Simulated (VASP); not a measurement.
# TlCl (Pm-3m) in VASP: a series of runs

The runs below take TlCl through relaxation of cell and atoms, with PBEsol.

All numbers are computed with VASP 6.6.1; they aren't measurements. Logs are shortened: lines on timing, memory, paths and dates and some standing lists are left out, and cuts for length are marked.

**1. The cell of the first run**

Symmetry: Pm-3m, No. 221, cubic system. The conventional cell has a = 3.769 Å, b = 3.769 Å, c = 3.769 Å, α = 90.00°, β = 90.00°, γ = 90.00°. Tl (site symmetry m-3m) has 8 Cl at 3.26 Å and 6 Tl at 3.77 Å within 4.3 Å. Within 4.3 Å of Cl (site symmetry m-3m) lie 8 Tl at 3.26 Å and 6 Cl at 3.77 Å.

**2. Relaxation of cell and atoms, PBEsol, target pressure 2 GPa, at which the enthalpy is minimised**

Input file INCAR:

```
PREC     = Accurate       # precision mode
ENCUT    = 500            # plane-wave cutoff, eV
EDIFF    = 1E-7           # SCF threshold, eV
ISMEAR   = 0              # smearing method
SIGMA    = 0.01           # smearing width, eV
LREAL    = F              # projectors in reciprocal space
LASPH    = T              # aspherical terms in the spheres
NELM     = 120            # most SCF steps
ALGO     = Normal         # electronic algorithm
ISIF     = 3              # what is computed and relaxed
LWAVE    = F              # write WAVECAR
LCHARG   = F              # write CHGCAR
GGA      = PS             # functional
IBRION   = 2              # ionic algorithm
NSW      = 100            # ionic steps
EDIFFG   = -0.002         # ionic threshold
PSTRESS  = 20.0         
GGA_COMPAT= F            
NELMIN   = 4
```

Input file KPOINTS:

```
Automatic mesh
0
Gamma
  6 6 6
```

Input file POSCAR:

```
TlCl
1.0
    3.7692256933      0.0000000000      0.0000000000
    0.0000000000      3.7692256933      0.0000000000
    0.0000000000      0.0000000000      3.7692256933
Tl Cl
1 1
Direct
    0.0000000000      0.0000000000      0.0000000000
    0.5000000000      0.5000000000      0.5000000000
```

Potentials or basis: VASP PAW PBE potentials, release 64 (Tl_d, Cl).

The run is started by

```console
$ cat potpaw_PBE.64/Tl_d/POTCAR potpaw_PBE.64/Cl/POTCAR > POTCAR
$ mpirun -np 1 vasp_std > vasp.out
```

OUTCAR:

```text
PREC = Accurate
   ENCUT = 500
   EDIFF = 1E-7
   ISMEAR = 0
   LREAL = F
   LASPH = T
   NELM = 120
   ISIF = 3
   GGA = PS
   IBRION = 2
   NSW = 100
   EDIFFG = -0.002
   PSTRESS = 20.0
   NELMIN = 4

 ion  position               nearest neighbor table
   1  0.000  0.000  0.000-   2 3.26   2 3.26   2 3.26   2 3.26   2 3.26   2 3.26   2 3.26   2 3.26

   2  0.500  0.500  0.500-   1 3.26   1 3.26   1 3.26   1 3.26   1 3.26   1 3.26   1 3.26   1 3.26

  LATTYP: Found a simple cubic cell.
 ALAT       =     3.7692256933

  Lattice vectors:

 A1 = (   3.7692256933,   0.0000000000,   0.0000000000)
 A2 = (   0.0000000000,   3.7692256933,   0.0000000000)
 A3 = (   0.0000000000,   0.0000000000,   3.7692256933)

Analysis of symmetry for initial positions (statically):
=====================================================================
 Subroutine PRICEL returns:
 Original cell was already a primitive cell.

 Routine SETGRP: Setting up the symmetry group for a
 simple cubic supercell.

 Subroutine GETGRP returns: Found 48 space group operations
 (whereof 48 operations were pure point group operations)
 out of a pool of 48 trial point group operations.

The static configuration has the point symmetry O_h .

Analysis of symmetry for dynamics (positions and initial velocities):
=====================================================================
 Subroutine PRICEL returns:
 Original cell was already a primitive cell.

 Routine SETGRP: Setting up the symmetry group for a
 simple cubic supercell.

 Subroutine GETGRP returns: Found 48 space group operations
 (whereof 48 operations were pure point group operations)
 out of a pool of 48 trial point group operations.

The dynamic configuration has the point symmetry O_h .

 Subroutine INISYM returns: Found 48 space group operations
 (whereof 48 operations are pure point group operations),
 and found     1 'primitive' translations

----------------------------------------------------------------------------------------

                                     Primitive cell

  volume of cell :      53.5496

  direct lattice vectors                    reciprocal lattice vectors
     3.769225693  0.000000000  0.000000000     0.265306480  0.000000000  0.000000000
     0.000000000  3.769225693  0.000000000     0.000000000  0.265306480  0.000000000
     0.000000000  0.000000000  3.769225693     0.000000000  0.000000000  0.265306480

  length of vectors
     3.769225693  3.769225693  3.769225693     0.265306480  0.265306480  0.265306480

  position of ions in fractional coordinates (direct lattice)
     0.000000000  0.000000000  0.000000000
     0.500000000  0.500000000  0.500000000

  ion indices of the primitive-cell ions
   primitive index   ion index
                 1           1
                 2           2

----------------------------------------------------------------------------------------

 KPOINTS: Automatic mesh

Automatic generation of k-mesh.
 Grid dimensions read from file:
 generate k-points for:    6    6    6

 Generating k-lattice:

  Cartesian coordinates                     Fractional coordinates (reciprocal lattice)
     0.044217747  0.000000000  0.000000000     0.166666667  0.000000000  0.000000000
     0.000000000  0.044217747  0.000000000     0.000000000  0.166666667  0.000000000
     0.000000000  0.000000000  0.044217747     0.000000000  0.000000000  0.166666667

  Length of vectors
     0.044217747  0.044217747  0.044217747

  Shift w.r.t. Gamma in fractional coordinates (k-lattice)
     0.000000000  0.000000000  0.000000000

 Subroutine IBZKPT returns following result:
 ===========================================

 Found     20 irreducible k-points:

 Following reciprocal coordinates:
            Coordinates               Weight
  0.000000  0.000000  0.000000      1.000000
  0.166667  0.000000  0.000000      6.000000
  0.333333  0.000000  0.000000      6.000000
  0.500000  0.000000  0.000000      3.000000
  0.166667  0.166667  0.000000     12.000000
  0.333333  0.166667  0.000000     24.000000
[... 12 lines left out ...]
  0.500000  0.500000  0.333333      6.000000
  0.500000  0.500000  0.500000      1.000000
   k-points           NKPTS =     20   k-points in BZ     NKDIM =     20   number of bands    NBANDS=     14
   number of dos      NEDOS =    301   number of ions     NIONS =      2
   total plane-waves  NPLWV =  21952
   dimension x,y,z NGX =    28 NGY =   28 NGZ =   28
   dimension x,y,z NGXF=    56 NGYF=   56 NGZF=   56
   ions per type =               1   1
   NGX,Y,Z   is equivalent  to a cutoff of  12.35, 12.35, 12.35 a.u.
   NGXF,Y,Z  is equivalent  to a cutoff of  24.70, 24.70, 24.70 a.u.
 SYSTEM =  unknown system
   PREC   = accura    normal or accurate (medium, high low for compatibility)
   ISTART =      0    job   : 0-new  1-cont  2-samecut
   ICHARG =      2    charge: 1-file 2-atom 10-const
   ISPIN  =      1    spin polarized calculation?
   LNONCOLLINEAR =      F non collinear calculations
   LSORBIT =      F    spin-orbit coupling
   LASPH  =      T    aspherical Exc in radial PAW
   ENCUT  =  500.0 eV  36.75 Ry    6.06 a.u.   6.87  6.87  6.87*2*pi/ulx,y,z
   NELM   =    120;   NELMIN=  4; NELMDL= -5     # of ELM steps
   EDIFF  = 0.1E-06   stopping-criterion for ELM
   LREAL  =      F    real-space projection
   EDIFFG = -.2E-02   stopping-criterion for IOM
   NSW    =    100    number of steps for IOM
   IBRION =      2    ionic relax: 0-MD 1-quasi-New 2-CG
   NFREE  =      1    steps in history (QN), initial steepest desc. (CG)
   ISIF   =      3    stress and relaxation
   ISYM   =      2    0-nonsym 1-usesym 2-fastsym
   POTIM  = 0.5000    time-step for ionic-motion
   TEBEG  =    0.0;   TEEND  =   0.0 temperature during run
   PSTRESS=   20.0 pullay stress
   NELECT =      20.0000    total number of electrons
   NUPDOWN=      -1.0000    fix difference up-down
   EMIN   =  10.00;   EMAX   =-10.00  energy-range for DOS
   EFERMI =   0.00;   METHOD = LEGACY
   ISMEAR =     0;   SIGMA  =   0.01  broadening in eV -4-tet -1-fermi 0-gaus
   EFERMI_NEDOS =   21; number of points for ismear=-14 and -15
   IALGO  =     38    algorithm
   IMIX   =      4    mixing-type and parameters
     AMIX     =   0.40;   BMIX     =  1.00
     AMIX_MAG =   1.60;   BMIX_MAG =  1.00
  volume/ion in A,a.u.               =      26.77       180.69
  Fermi-wavevector in a.u.,A,eV,Ry     =   1.178961  2.227913 18.911397  1.389948
  Thomas-Fermi vector in A             =   2.315280
   LORBIT       =      0    0 simple, 1 ext, 2 COOP (PROOUT), +10 PAW based schemes
   GGA     = PS    functional components
   LHFCALC =     F    Hartree Fock is set to
   AEXX    =    0.0000 exact exchange contribution
   IVDW    =     0    specifies the selected vdW correction
   LEPSILON=     F    determine dielectric tensor
   LRPA    =     F    only Hartree local field effects (RPA)
 conjugate gradient relaxation of ions
 non-spin polarized calculation
 Gauss-broadening in eV      SIGMA  =   0.01
  energy-cutoff  :      500.00
  volume of cell :       53.55
 maximum number of plane-waves:      1388
 NGX is ok and might be reduce to    28
   NGX = 13   NGY = 13   NGZ = 13

--------------------------------------- Ionic step        1  -------------------------------------------

 number of electron      20.0000008 magnetization

 Free energy of the ion-electron system (eV)
  ---------------------------------------------------
  ext. energy  EPLUGINS =         0.00000000
  ---------------------------------------------------
  free energy    TOTEN  =        -6.46876526 eV

  energy without entropy =       -6.46876526  energy(sigma->0) =       -6.46876526

 E-fermi :   3.3239     XC(G=0):  -9.6202

 val. band max:        3.1996124218   @ k =   0.5000   0.0000   0.0000
 cond. band min:       4.9997976030   @ k =   0.5000   0.0000   0.0000
 fundamental gap:      1.8001851812
 Fermi energy:         3.3239155327

 k-point     1 :       0.0000    0.0000    0.0000
  band No.  band energies     occupation
      1     -10.9065      2.00000
      2      -6.8287      2.00000
      3      -6.8287      2.00000
      4      -6.5411      2.00000
      5      -6.5411      2.00000
      6      -6.5411      2.00000
      7      -1.5664      2.00000
      8       1.4071      2.00000
      9       1.4071      2.00000
     10       1.4071      2.00000
     11      10.7298      0.00000
     12      10.7298      0.00000
     13      11.1312      0.00000
     14      11.1312      0.00000

 k-point     2 :       0.1667    0.0000    0.0000
  band No.  band energies     occupation
      1     -10.8344      2.00000
      2      -6.8240      2.00000
      3      -6.7777      2.00000
      4      -6.5666      2.00000
      5      -6.5666      2.00000
      6      -6.5388      2.00000
      7      -1.8718      2.00000
      8       1.5241      2.00000
      9       1.5241      2.00000
     10       1.6814      2.00000
[... 375 lines left out ...]
  FREE ENERGIE OF THE ION-ELECTRON SYSTEM (eV)
  ---------------------------------------------------
  free  energy   TOTEN  =        -6.4563487131 eV

  energy  without entropy=       -6.4563487131  energy(sigma->0) =       -6.45634871

  enthalpy is  TOTEN    =        -5.8206917262 eV   P V=        0.6356569869

--------------------------------------- Ionic step        3  -------------------------------------------

 number of electron      19.9999998 magnetization

 Free energy of the ion-electron system (eV)
  ---------------------------------------------------
  ext. energy  EPLUGINS =         0.00000000
  ---------------------------------------------------
  free energy    TOTEN  =        -6.45157255 eV

  energy without entropy =       -6.45157255  energy(sigma->0) =       -6.45157255

 E-fermi :   4.0420     XC(G=0):  -9.9132

 val. band max:        3.9386606084   @ k =   0.5000   0.0000   0.0000
 cond. band min:       5.5676547945   @ k =   0.5000   0.0000   0.0000
 fundamental gap:      1.6289941861
 Fermi energy:         4.0419562509

 k-point     1 :       0.0000    0.0000    0.0000
  band No.  band energies     occupation
      1     -10.5973      2.00000
      2      -6.2712      2.00000
      3      -6.2712      2.00000
      4      -5.9322      2.00000
      5      -5.9322      2.00000
      6      -5.9322      2.00000
      7      -0.9983      2.00000
      8       1.8313      2.00000
      9       1.8313      2.00000
     10       1.8313      2.00000
     11      11.2820      0.00000
     12      11.2820      0.00000
     13      12.0811      0.00000
     14      12.0811      0.00000

 k-point     2 :       0.1667    0.0000    0.0000
  band No.  band energies     occupation
      1     -10.5115      2.00000
      2      -6.2653      2.00000
      3      -6.2124      2.00000
      4      -5.9638      2.00000
      5      -5.9638      2.00000
      6      -5.9294      2.00000
      7      -1.3938      2.00000
      8       1.9643      2.00000
      9       1.9643      2.00000
     10       2.1793      2.00000
[... 330 lines left out ...]
 POSITION                                       TOTAL-FORCE (eV/Angst)
 -----------------------------------------------------------------------------------
      0.00000      0.00000      0.00000         0.000000     -0.000000      0.000000
      1.84817      1.84817      1.84817        -0.000000      0.000000      0.000000
 -----------------------------------------------------------------------------------
    total drift:                               -0.000000      0.000000      0.000000

  FREE ENERGIE OF THE ION-ELECTRON SYSTEM (eV)
  ---------------------------------------------------
  free  energy   TOTEN  =        -6.4515725500 eV

  energy  without entropy=       -6.4515725500  energy(sigma->0) =       -6.45157255

  enthalpy is  TOTEN    =        -5.8211422667 eV   P V=        0.6304302832

 reached required accuracy - stopping structural energy minimisation
```

It took 48 s on 1 thread of Intel Xeon Platinum 8259CL at 2.50GHz (Skylake/Cascade Lake), shared host; peak memory 0.16 GiB.

Results:

| Item | Value |
| --- | --- |
| Free energy | -6.4516 eV |
| Relaxed volume | 25.25 Å³/atom |
| Relaxed cell | a = 3.696 Å, b = 3.696 Å, c = 3.696 Å, α = 90.00°, β = 90.00°, γ = 90.00° |
| Space group after relaxing (to 0.1 Å) | Pm-3m (No. 221) |
| Energy change on relaxing (the run minimises the enthalpy) | +8.6 meV/atom |
| Ionic steps | 3 |
| Pressure after relaxing | 2.0 GPa |
| Band gap on the k mesh | 1.63 eV |

The path:
```csv
step,energy change (eV),largest force (eV/Å),pressure (GPa),volume (Å³)
1,0.0000,0.0000,-0.06,53.55
2,0.0124,0.0000,1.66,50.92
3,0.0172,0.0000,1.99,50.50
```

Final structure:
```
Tl Cl
1.0
     3.69635    0.00000    0.00000
     0.00000    3.69635    0.00000
     0.00000    0.00000    3.69635
Tl Cl
1 1
Direct
  0.00000 0.00000 0.00000
  0.50000 0.50000 0.50000
```

Caveat: the cell is relaxed towards a set pressure, so the run minimises the enthalpy, not the energy; the PAW data sets were made with another functional, which shifts forces and pressure a little; spin-orbit coupling is left out, which moves the levels of the heavy elements.

(Part 1 of 2 ends here.)
